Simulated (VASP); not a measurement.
# Ni (I4/mmm) in VASP: notebook

The runs below take Ni through single point, with PBEsol.

All numbers are computed with VASP 6.6.1; they aren't measurements. Logs are shortened: lines on timing, memory, paths and dates and some standing lists are left out, and cuts for length are marked.

## 1. The cell of the first run

It takes space group I4/mmm (No. 139, tetragonal). Conventional cell: a = 2.300 Å, b = 2.300 Å, c = 3.677 Å, α = 90.00°, β = 90.00°, γ = 90.00°. Within 3.0 Å of Ni (site symmetry 4/mmm) lie 12 Ni at 2.30 to 2.45 Å.

## 2. Single point, PBEsol, collinear spin, ferromagnetic start (strain -0.080 along x and y, +0.040 along z)

Input file INCAR:

```
PREC = Accurate
ENCUT = 520
EDIFF = 1E-7
ISMEAR = 0
SIGMA = 0.15
LREAL = False
LASPH = True
NELM = 150
ALGO = Normal
ISIF = 2
LWAVE = False
LCHARG = True
ISPIN = 2
MAGMOM = 0.81
LORBIT = 11
LMAXMIX = 4
GGA = PS
LELF = True
LVHAR = True
NBANDS = 15
```

Input file KPOINTS:

```
regular mesh
0
Gamma
  22 22 22
```

Input file POSCAR:

```
Ni
1.0
    0.0000000000      1.6265140000      1.8386680000
    1.6265140000      0.0000000000      1.8386680000
    1.6265140000      1.6265140000      0.0000000000
Ni
1
Direct
    0.0000000000      0.0000000000      0.0000000000
```

Potentials or basis: VASP PAW PBE potentials, release 64 (Ni).

Run with:

```sh
$ cat potpaw_PBE.64/Ni/POTCAR > POTCAR
$ mpirun -np 1 vasp_std > vasp.out
```

OUTCAR:

```text
PREC = Accurate
   ENCUT = 520
   EDIFF = 1E-7
   ISMEAR = 0
   LREAL = False
   LASPH = True
   NELM = 150
   ISIF = 2
   ISPIN = 2
   LORBIT = 11
   GGA = PS

 ion  position               nearest neighbor table
   1  0.000  0.000  0.000-

  LATTYP: Found a body centered tetragonal cell.
 ALAT       =     2.3002381582
 C/A-ratio  =     1.5986762009

  Lattice vectors:

 A1 = (  -1.6265140000,   0.0000000000,   1.8386680000)
 A2 = (   1.6265140000,   0.0000000000,   1.8386680000)
 A3 = (   0.0000000000,   1.6265140000,  -1.8386680000)

Analysis of symmetry for initial positions (statically):
=====================================================================
 Subroutine PRICEL returns:
 Original cell was already a primitive cell.

 Routine SETGRP: Setting up the symmetry group for a
 body centered tetragonal supercell.

 Subroutine GETGRP returns: Found 16 space group operations
 (whereof 16 operations were pure point group operations)
 out of a pool of 16 trial point group operations.

The static configuration has the point symmetry D_4h.

Analysis of symmetry for dynamics (positions and initial velocities):
=====================================================================
 Subroutine PRICEL returns:
 Original cell was already a primitive cell.

 Routine SETGRP: Setting up the symmetry group for a
 body centered tetragonal supercell.

 Subroutine GETGRP returns: Found 16 space group operations
 (whereof 16 operations were pure point group operations)
 out of a pool of 16 trial point group operations.

The dynamic configuration has the point symmetry D_4h.

Analysis of structural, dynamic, and magnetic symmetry:
=====================================================================
 Subroutine PRICEL returns:
 Original cell was already a primitive cell.

 Routine SETGRP: Setting up the symmetry group for a
 body centered tetragonal supercell.

 Subroutine GETGRP returns: Found 16 space group operations
 (whereof 16 operations were pure point group operations)
 out of a pool of 16 trial point group operations.

The overall configuration has the point symmetry D_4h.

 Subroutine INISYM returns: Found 16 space group operations
 (whereof 16 operations are pure point group operations),
 and found     1 'primitive' translations

----------------------------------------------------------------------------------------

                                     Primitive cell

  volume of cell :       9.7286

  direct lattice vectors                    reciprocal lattice vectors
     0.000000000  1.626514000  1.838668000    -0.307405900  0.307405900  0.271935988
     1.626514000  0.000000000  1.838668000     0.307405900 -0.307405900  0.271935988
     1.626514000  1.626514000  0.000000000     0.307405900  0.307405900 -0.271935988

  length of vectors
     2.454841707  2.454841707  2.300238158     0.512782563  0.512782563  0.512782563

  position of ions in fractional coordinates (direct lattice)
     0.000000000  0.000000000  0.000000000

  ion indices of the primitive-cell ions
   primitive index   ion index
                 1           1

----------------------------------------------------------------------------------------

 KPOINTS: regular mesh

Automatic generation of k-mesh.
 Grid dimensions read from file:
 generate k-points for:   22   22   22

 Generating k-lattice:

  Cartesian coordinates                     Fractional coordinates (reciprocal lattice)
    -0.013972995  0.013972995  0.012360727     0.045454545  0.000000000  0.000000000
     0.013972995 -0.013972995  0.012360727     0.000000000  0.045454545  0.000000000
     0.013972995  0.013972995 -0.012360727     0.000000000  0.000000000  0.045454545

  Length of vectors
     0.023308298  0.023308298  0.023308298

  Shift w.r.t. Gamma in fractional coordinates (k-lattice)
     0.000000000  0.000000000  0.000000000

 Subroutine IBZKPT returns following result:
 ===========================================

 Found    834 irreducible k-points:

 Following reciprocal coordinates:
            Coordinates               Weight
  0.000000  0.000000  0.000000      1.000000
  0.045455  0.000000  0.000000      8.000000
  0.090909  0.000000  0.000000      8.000000
  0.136364  0.000000  0.000000      8.000000
  0.181818  0.000000  0.000000      8.000000
  0.227273  0.000000  0.000000      8.000000
[... 16 lines left out ...]
  0.500000  0.045455  0.000000      8.000000
 -0.454545  0.045455  0.000000      8.000000
 [... further k-points ...]
   k-points           NKPTS =    834   k-points in BZ     NKDIM =    834   number of bands    NBANDS=     15
   number of dos      NEDOS =    301   number of ions     NIONS =      1
   total plane-waves  NPLWV =   5832
   dimension x,y,z NGX =    18 NGY =   18 NGZ =   18
   dimension x,y,z NGXF=    36 NGYF=   36 NGZF=   36
   ions per type =               1
   NGX,Y,Z   is equivalent  to a cutoff of  12.19, 12.19, 13.01 a.u.
[... 34 lines left out ...]
  Thomas-Fermi vector in A             =   2.740837
   LORBIT       =     11    0 simple, 1 ext, 2 COOP (PROOUT), +10 PAW based schemes
   GGA     = PS    functional components
   LHFCALC =     F    Hartree Fock is set to
   AEXX    =    0.0000 exact exchange contribution
   IVDW    =     0    specifies the selected vdW correction
   LEPSILON=     F    determine dielectric tensor
   LRPA    =     F    only Hartree local field effects (RPA)
 spin polarized calculation
 Gauss-broadening in eV      SIGMA  =   0.15
  energy-cutoff  :      520.00
  volume of cell :        9.73
 maximum number of plane-waves:       279
   NGX =  9   NGY =  9   NGZ =  9

 number of electron      10.0000004 magnetization       0.5688749

 Free energy of the ion-electron system (eV)
  ---------------------------------------------------
  ext. energy  EPLUGINS =         0.00000000
  ---------------------------------------------------
  free energy    TOTEN  =        -6.05462124 eV

  energy without entropy =       -6.03474019  energy(sigma->0) =       -6.04468072

 E-fermi :  10.8378     XC(G=0): -14.1096

 val. band max:       10.8374659360   @ k =  -0.4091   0.0455   0.0000
 cond. band min:      10.8381907329   @ k =   0.3636   0.2727   0.0000
 fundamental gap:      0.0007247968
 Fermi energy:        10.8377884425

 spin component 1

 k-point     1 :       0.0000    0.0000    0.0000
  band No.  band energies     occupation
      1       0.9981      1.00000
      2       7.5868      1.00000
      3       8.5422      1.00000
      4       8.5422      1.00000
      5       8.9825      1.00000
      6       9.9789      1.00000
      7      35.8186      0.00000
      8      38.8631      0.00000
      9      40.9611      0.00000
     10      40.9611      0.00000
     11      43.5298      0.00000
     12      43.5298      0.00000
     13      44.4766      0.00000
     14      45.1982      0.00000
     15      47.6397      0.00000
[... 397 lines left out ...]
 k-point    24 :      -0.4545    0.0455    0.0000
  band No.  band energies     occupation
      1       5.4384      1.00000
      2       7.7236      1.00000
      3       8.6475      1.00000
      4       9.6840      1.00000
      5      10.1722      1.00000
      6      11.1254      0.00335
      7      17.6497      0.00000
      8      31.3276      0.00000
      9      37.2783      0.00000
     10      39.3117      0.00000
     11      39.5839      0.00000
     12      42.7070      0.00000
     13      48.1200      0.00000
     14      56.2673      0.00000
     15      58.8157      0.00000

 [... further k-points ...]

 spin component 2

 k-point     1 :       0.0000    0.0000    0.0000
  band No.  band energies     occupation
      1       1.0010      1.00000
      2       8.2281      1.00000
      3       9.1941      1.00000
      4       9.1941      1.00000
      5       9.5349      1.00000
      6      10.5516      0.99651
      7      35.7378      0.00000
      8      38.8000      0.00000
      9      40.9947      0.00000
     10      40.9947      0.00000
     11      43.6283      0.00000
     12      43.6283      0.00000
     13      44.6498      0.00000
     14      45.1504      0.00000
     15      47.8790      0.00000
[... 397 lines left out ...]
 k-point    24 :      -0.4545    0.0455    0.0000
  band No.  band energies     occupation
      1       5.8152      1.00000
      2       8.2814      1.00000
      3       9.2096      1.00000
      4       9.9089      1.00000
      5      10.8506      0.45178
      6      11.5816      0.00000
      7      18.0262      0.00000
      8      31.3488      0.00000
      9      37.2933      0.00000
     10      39.4113      0.00000
     11      39.6663      0.00000
     12      42.7740      0.00000
     13      48.2746      0.00000
     14      57.3354      0.00000
     15      59.1406      0.00000

 [... further k-points ...]

------------------------ aborting loop because EDIFF is reached ----------------------------------------

  FORCE on cell =-STRESS in cart. coord.  units (eV):
  Direction    XX          YY          ZZ          XY          YZ          ZX
  --------------------------------------------------------------------------------------
  -------------------------------------------------------------------------------------
  Total        1.6383671      1.6383671      0.1595613      0.0000000      0.0000000      0.0000000
  in kB      269.8192098    269.8192098     26.2778078      0.0000000      0.0000000      0.0000000
  external PRESSURE =     188.6387425 kB  Pullay stress =       0.0000000 kB

 VOLUME and BASIS-vectors are now :
 -----------------------------------------------------------------------------
  energy-cutoff  :      520.00
  volume of cell :        9.73
      direct lattice vectors                 reciprocal lattice vectors
     0.000000000  1.626514000  1.838668000    -0.307405900  0.307405900  0.271935988
     1.626514000  0.000000000  1.838668000     0.307405900 -0.307405900  0.271935988
     1.626514000  1.626514000  0.000000000     0.307405900  0.307405900 -0.271935988

 POSITION                                       TOTAL-FORCE (eV/Angst)
 -----------------------------------------------------------------------------------
      0.00000      0.00000      0.00000         0.000000      0.000000     -0.000000
 -----------------------------------------------------------------------------------
    total drift:                                0.000000      0.000000     -0.000000

  FREE ENERGIE OF THE ION-ELECTRON SYSTEM (eV)
  ---------------------------------------------------
  free  energy   TOTEN  =        -6.0546212363 eV

  energy  without entropy=       -6.0347401950  energy(sigma->0) =       -6.04468072

 total charge

# of ion       s       p       d       tot
------------------------------------------
    1        0.552   0.610   8.382   9.544

 magnetization (x)

# of ion       s       p       d       tot
------------------------------------------
    1       -0.005  -0.021   0.595   0.569
```

Run time: 6.3 min. Hardware: 1 thread of Intel Xeon 8259CL, shared host; peak memory 0.29 GiB.

What came out:

| Quantity | Value |
| --- | --- |
| Free energy | -6.0546 eV |
| Pressure | 18.9 GPa |
| Net moment | 0.57 μB per cell |
| Site moments | Ni +0.57 μB |
| Valence electrons inside the program's atomic spheres | Ni 9.54 |

Caveat: the cell differs from its parent crystal (strain -0.080 along x and y, +0.040 along z); the stress differs along the axes, from 3 to 27 GPa; the PAW data sets were made with another functional, which shifts forces and pressure a little.

## 3. Single point, PBEsol, collinear spin, ferromagnetic start (strain -0.080 along x and y, +0.080 along z)

Input file INCAR:

```
PREC     = Accurate       # precision mode
ENCUT    = 520            # plane-wave cutoff, eV
EDIFF    = 1E-6           # SCF threshold, eV
ISMEAR   = 0              # smearing method
SIGMA    = 0.15           # smearing width, eV
LREAL    = False          # projectors in reciprocal space
LASPH    = True           # aspherical terms in the spheres
NELM     = 150            # most SCF steps
ALGO     = Fast           # electronic algorithm
ISIF     = 2              # what is computed and relaxed
LWAVE    = False          # write WAVECAR
LCHARG   = False          # write CHGCAR
ISPIN    = 2              # spin polarisation
MAGMOM   = 0.81           # initial moments
LORBIT   = 11             # projections on sites
LMAXMIX  = 4              # l up to which the mixer works
GGA      = PS             # functional
NBANDS   = 15             # bands
```

KPOINTS is that of step 2.

Input file POSCAR:

```
Ni
1.0
    0.0000000000      1.6265140000      1.9093860000
    1.6265140000      0.0000000000      1.9093860000
    1.6265140000      1.6265140000      0.0000000000
Ni
1
Direct
    0.0000000000      0.0000000000      0.0000000000
```

Potentials or basis: VASP PAW PBE potentials, release 64 (Ni).

Run with:

```sh
$ cat potpaw_PBE.64/Ni/POTCAR > POTCAR
$ mpirun -np 1 vasp_std > vasp.out
```

Run time: 6.4 min. Hardware: 1 thread of Intel Xeon 8259CL, shared host; peak memory 0.29 GiB.

It converged, with:

```
Free energy                                           : -6.0447 eV
Pressure                                              : 9.2 GPa
Net moment                                            : 0.56 μB per cell
Site moments                                          : Ni +0.56 μB
Valence electrons inside the program's atomic spheres : Ni 9.47
```

Stress tensor (GPa, compression positive):
```
 19.10   0.00   0.00
  0.00  19.10   0.00
  0.00   0.00 -10.50
```

Levels at points of the mesh, in eV from the Fermi level:
Spin up:
```csv
k point,band 3,band 4,band 5,band 6,band 7,band 8
"(0.00, 0.00, 0.00)",-2.05,-2.05,-1.95,-0.72,24.89,27.07
"(0.50, 0.00, 0.00)",-1.99,-0.64,-0.35,-0.32,6.41,20.02
"(0.50, 0.50, 0.00)",-0.35,-0.35,-0.34,0.17,7.16,18.43
"(0.50, 0.00, 0.50)",-0.74,-0.56,0.12,3.91,11.43,14.42
```
Spin down:
```tsv
k point	band 3	band 4	band 5	band 6	band 7	band 8
(0.00, 0.00, 0.00)	-1.41	-1.41	-1.41	-0.14	24.81	26.99
(0.50, 0.00, 0.00)	-1.43	-0.36	0.03	0.34	6.79	20.02
(0.50, 0.50, 0.00)	0.16	0.25	0.36	0.36	7.46	18.47
(0.50, 0.00, 0.50)	-0.04	0.02	0.86	3.92	11.67	14.43
```

Caveat: the cell differs from its parent crystal (strain -0.080 along x and y, +0.080 along z); the stress differs along the axes, from -10 to 19 GPa; the PAW data sets were made with another functional, which shifts forces and pressure a little.

## 4. Single point, PBEsol, collinear spin, ferromagnetic start (strain +0.040 along x and y, -0.040 along z)

Input file INCAR:

```
SYSTEM = Ni
  ALGO = Normal
  EDIFF = 1E-6
  ENCUT = 520
  GGA = PS
  ISIF = 2
  ISMEAR = 0
  ISPIN = 2
  LASPH = .TRUE.
  LCHARG = .FALSE.
  LMAXMIX = 4
  LORBIT = 11
  LREAL = .FALSE.
  LWAVE = .FALSE.
  MAGMOM = 0.81
  NBANDS = 15
  NELM = 150
  PREC = Accurate
  SIGMA = 0.15
```

Input file KPOINTS:

```
k-points
0
G
  22 22 22
  0 0 0
```

Input file POSCAR:

```
Ni
1.0
    0.0000000000      1.8386680000      1.6972320000
    1.8386680000      0.0000000000      1.6972320000
    1.8386680000      1.8386680000      0.0000000000
Ni
1
Direct
    0.0000000000      0.0000000000      0.0000000000
```

Run with:

```sh
$ cat potpaw_PBE.64/Ni/POTCAR > POTCAR
$ mpirun -np 1 vasp_std > vasp.out
```

Wall time 6.9 min (1 thread of Intel Xeon 8259CL, shared host); peak memory 0.32 GiB.

Results (log left out):

```
Free energy                                           : -6.0652 eV
Pressure                                              : -17.5 GPa
Net moment                                            : 0.64 μB per cell
Site moments                                          : Ni +0.65 μB
Valence electrons inside the program's atomic spheres : Ni 9.22
```

Stress tensor (GPa, compression positive):
```
-19.53   0.00   0.00
  0.00 -19.53   0.00
  0.00   0.00 -13.34
```

Levels at points of the mesh, in eV from the Fermi level:
Spin up:
```tsv
k point	band 1	band 2	band 3	band 4	band 5	band 6	band 7	band 8	band 9	band 10
(0.00, 0.00, 0.00)	-8.68	-2.41	-2.41	-1.99	-1.46	-0.99	23.38	26.49	26.49	27.21
(0.50, 0.00, 0.00)	-4.55	-2.51	-2.01	-0.69	-0.50	-0.21	5.32	21.15	22.44	25.58
(0.50, 0.50, 0.00)	-4.28	-3.96	-0.57	-0.46	-0.46	3.66	10.19	13.03	13.03	18.00
(0.50, 0.00, 0.50)	-4.38	-3.87	-0.62	-0.56	-0.36	1.81	8.04	15.01	15.03	19.66
```
Spin down:
```
           k point  band 1  band 2  band 3  band 4  band 5  band 6  band 7  band 8  band 9  band 10
(0.00, 0.00, 0.00)   -8.70   -1.67   -1.67   -1.26   -0.82   -0.38   23.26   26.48   26.48    27.26
(0.50, 0.00, 0.00)   -4.13   -1.87   -1.38   -0.25    0.05    0.27    5.73   21.06   22.53    25.66
(0.50, 0.50, 0.00)   -3.90   -3.38    0.10    0.39    0.39    3.65   10.42   13.06   13.06    18.18
(0.50, 0.00, 0.50)   -4.00   -3.24    0.08    0.19    0.49    1.78    8.33   15.01   15.07    19.84
```

Caveat: the cell differs from its parent crystal (strain +0.040 along x and y, -0.040 along z); the stress differs along the axes, from -20 to -13 GPa; the PAW data sets were made with another functional, which shifts forces and pressure a little.

## 5. Single point, PBEsol, collinear spin, ferromagnetic start (strain +0.080 along x and y, -0.080 along z)

Input file INCAR:

```
SYSTEM = Ni
PREC = Accurate
ENCUT = 520
EDIFF = 1E-6
ISMEAR = 0
SIGMA = 0.15
LREAL = .FALSE.
LASPH = .TRUE.
NELM = 150
ALGO = Normal
ISIF = 2
LWAVE = .FALSE.
LCHARG = .FALSE.
ISPIN = 2
MAGMOM = 0.81
LORBIT = 11
LMAXMIX = 4
GGA = PS
NBANDS = 15
```

Input file KPOINTS:

```
regular mesh
0
G
  22 22 22
  0 0 0
```

Input file POSCAR:

```
Ni
1.0
    0.0000000000      1.9093860000      1.6265140000
    1.9093860000      0.0000000000      1.6265140000
    1.9093860000      1.9093860000      0.0000000000
Ni
1
Direct
    0.0000000000      0.0000000000      0.0000000000
```

Run with:

```sh
$ cat potpaw_PBE.64/Ni/POTCAR > POTCAR
$ mpirun -np 1 vasp_std > vasp.out
```

Wall time 7 min (1 thread of Intel Xeon 8259CL, shared host); peak memory 0.32 GiB.

The run converged. Its results:

```yaml
Free_energy: -5.9905 eV
Pressure: -20.9 GPa
Net_moment: 0.64 μB per cell
Site_moments: Ni +0.66 μB
Valence_electrons_inside_the_program's_atomic_spheres: Ni 9.18
```

Stress tensor (GPa, compression positive):
```
-23.52   0.00   0.00
  0.00 -23.52   0.00
  0.00   0.00 -15.68
```

Levels at points of the mesh, in eV from the Fermi level:
Spin up:
```tsv
k point	band 3	band 4	band 5	band 6	band 7	band 8
(0.00, 0.00, 0.00)	-2.35	-1.64	-1.61	-0.82	23.50	25.94
(0.50, 0.00, 0.00)	-1.64	-0.74	-0.39	-0.06	5.23	20.00
(0.50, 0.50, 0.00)	-0.54	-0.43	-0.43	5.06	11.44	11.62
(0.50, 0.00, 0.50)	-0.70	-0.60	-0.28	1.32	7.15	15.60
```
Spin down:
```
           k point  band 3  band 4  band 5  band 6  band 7  band 8
(0.00, 0.00, 0.00)   -1.61   -0.99   -0.90   -0.22   23.38   25.90
(0.50, 0.00, 0.00)   -1.02   -0.10   -0.03    0.39    5.64   19.93
(0.50, 0.50, 0.00)    0.16    0.41    0.41    5.06   11.64   11.65
(0.50, 0.00, 0.50)    0.03    0.06    0.58    1.29    7.44   15.59
```

Caveat: the cell differs from its parent crystal (strain +0.080 along x and y, -0.080 along z); the stress differs along the axes, from -24 to -16 GPa; the PAW data sets were made with another functional, which shifts forces and pressure a little.

## 6. Summary

```tsv
cell	gap on the mesh (eV)	pressure (GPa)	moment (μB)
a = 2.455, b = 2.455, c = 2.300 Å, angles 62.1, 62.1, 55.9°, 1 atom	none	18.9	0.57
a = 2.508, b = 2.508, c = 2.300 Å, angles 62.7, 62.7, 54.6°, 1 atom	none	9.2	0.56
a = 2.502, b = 2.502, c = 2.600 Å, angles 58.7, 58.7, 62.6°, 1 atom	none	-17.5	0.64
a = 2.508, b = 2.508, c = 2.700 Å, angles 57.4, 57.4, 65.1°, 1 atom	none	-20.9	0.64
```

Alike in all rows: task single point; level PBEsol; potentials or basis VASP PAW PBE potentials, release 64 (Ni); spin collinear, ferromagnetic start; k mesh 22 × 22 × 22; cutoff (eV) 520; smearing gaussian 0.15 eV.

Caveats: the PAW data sets were made with another functional, which shifts forces and pressure a little; the stress differs along the axes, from 3 to 27 GPa (at least some runs); the stress differs along the axes, from -10 to 19 GPa (at least some runs); the stress differs along the axes, from -20 to -13 GPa (at least some runs); the stress differs along the axes, from -24 to -16 GPa (at least some runs).

Absolute energies hang on the potentials; compare differences alone.
